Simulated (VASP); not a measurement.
Set up this calculation in VASP 6.6.1, as the native input.

```yaml
Task: single point
Functional: r2SCAN
Potentials_or_basis: VASP PAW PBE potentials, release 64 (H)
Cutoff: 520 eV
k_mesh: 4 × 4 × 4
Occupations: gaussian, width 0.02 eV
Spin: no spin polarisation
Dipole_correction: no
Further_INCAR_settings: ALGO = Normal; EDIFF = 1e-06; NBANDS = 14
```

H:

```
H
1.0
     7.17722    0.00000    0.00000
     0.00000    7.18693    0.00000
     0.00000    0.00000    7.20815
H
8
Cartesian
  2.6235 5.1871 4.6655
  6.2121 5.5933 2.5426
  4.5537 1.5936 6.1467
  0.9651 1.9999 1.0615
  4.6259 1.0727 5.6243
  1.0373 2.5208 1.5838
  2.5513 4.6662 5.1879
  6.1400 6.1142 2.0202
```

These files were run (other wordings do the same):

POSCAR

```
H
1.0
    7.1772243400      0.0000000000      0.0000000000
    0.0000000000      7.1869279200      0.0000000000
    0.0000000000      0.0000000000      7.2081540300
H
8
Direct
    0.3655326100      0.7217362900      0.6472593300
    0.8655326100      0.7782637100      0.3527406700
    0.6344673900      0.2217362900      0.8527406700
    0.1344673900      0.2782637100      0.1472593300
    0.6445223500      0.1492589600      0.7802707100
    0.1445223500      0.3507410400      0.2197292900
    0.3554776500      0.6492589600      0.7197292900
    0.8554776500      0.8507410400      0.2802707100
```

INCAR.step1

```
SYSTEM = H
PREC     = Accurate       ! precision mode
ENCUT    = 520            ! plane-wave cutoff, eV
ISMEAR   = 0              ! smearing method
SIGMA    = 0.02           ! smearing width, eV
LREAL    = .False.        ! projectors in reciprocal space
LASPH    = .True.         ! aspherical terms in the spheres
NELM     = 100            ! most SCF steps
NBANDS   = 14             ! bands
GGA      = PE             ! functional
ALGO     = Normal         ! electronic algorithm
EDIFF    = 1E-4           ! SCF threshold, eV
LWAVE    = .True.         ! write WAVECAR
LCHARG   = .False.        ! write CHGCAR
```

INCAR.step2

```
SYSTEM = H
PREC     = Accurate       ! precision mode
ENCUT    = 520            ! plane-wave cutoff, eV
EDIFF    = 1E-6           ! SCF threshold, eV
ISMEAR   = 0              ! smearing method
SIGMA    = 0.02           ! smearing width, eV
LREAL    = .False.        ! projectors in reciprocal space
LASPH    = .True.         ! aspherical terms in the spheres
NELM     = 100            ! most SCF steps
ALGO     = Normal         ! electronic algorithm
ISIF     = 2              ! what is computed and relaxed
LWAVE    = .False.        ! write WAVECAR
LCHARG   = .False.        ! write CHGCAR
METAGGA  = R2SCAN         ! meta-GGA
LMIXTAU  = .True.       
NBANDS   = 14             ! bands
ISTART   = 1
```

KPOINTS

```
regular mesh
0
Gamma
  4 4 4
  0 0 0
```

Potentials or basis: VASP PAW PBE potentials, release 64 (H).

Launch:

```sh
$ cat potpaw_PBE.64/H/POTCAR > POTCAR
$ cp INCAR.step1 INCAR
$ mpirun -np 1 vasp_std > vasp.out
$ cp INCAR.step2 INCAR
$ mpirun -np 1 vasp_std > vasp.out
```

It gave:

- Pressure: 0.0 GPa
- Largest force: 0.006 eV/Å
- Band gap on the k mesh: 11.42 eV (least direct gap 11.43 eV)

Caveat: the PAW data sets were made with another functional, which shifts forces and pressure a little.

Wall time 7.9 min on 1 thread of Oxide Virtual Turin-like Processor, on a shared host, peak memory 0.41 GiB.
